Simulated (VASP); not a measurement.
Input of a VASP 6.6.1 run:

The input INCAR:

```
SYSTEM = TiGe4Mo
ALGO = Normal
EDIFF = 1E-6
ENCUT = 520
GGA = PE
ISIF = 2
ISMEAR = 0
LASPH = .TRUE.
LCHARG = .TRUE.
LELF = .TRUE.
LREAL = .FALSE.
LVHAR = .TRUE.
LWAVE = .FALSE.
NBANDS = 50
NELM = 60
PREC = Accurate
SIGMA = 0.1
```

KPOINTS

```
k-points
0
G
  12 12 6
  0 0 0
```

File POSCAR:

```
TiGe4Mo
1.0
    3.3716864942      0.0000000000      0.0000000000
    0.0000000000      3.3716864942      0.0000000000
    0.0000000000      0.0000000000      8.5817791437
Ti Ge Mo
1 4 1
Direct
    0.5000000000      0.5000000000      0.5000000000
    0.0000000000      0.0000000000      0.6665701562
    0.5000000000      0.5000000000      0.1588455728
    0.0000000000      0.0000000000      0.3334298438
    0.5000000000      0.5000000000      0.8411544272
    0.0000000000      0.0000000000      0.0000000000
```

Potentials or basis: VASP PAW PBE potentials, release 64 (Ti_sv, Ge_d, Mo_sv).

The run is started by

```bash
$ cat potpaw_PBE.64/Ti_sv/POTCAR potpaw_PBE.64/Ge_d/POTCAR potpaw_PBE.64/Mo_sv/POTCAR > POTCAR
$ mpirun -np 1 vasp_std > vasp.out
```

(1) Predict the pressure.

(2) Predict the band gap on the k mesh.

(3) Predict the largest force.

## Answers

(1) -3.5 GPa.

(2) zero (bands 41 and 42 overlap by 1.72 eV).

(3) 0.010 eV/Å.

Caveat: the cell stands under tension.
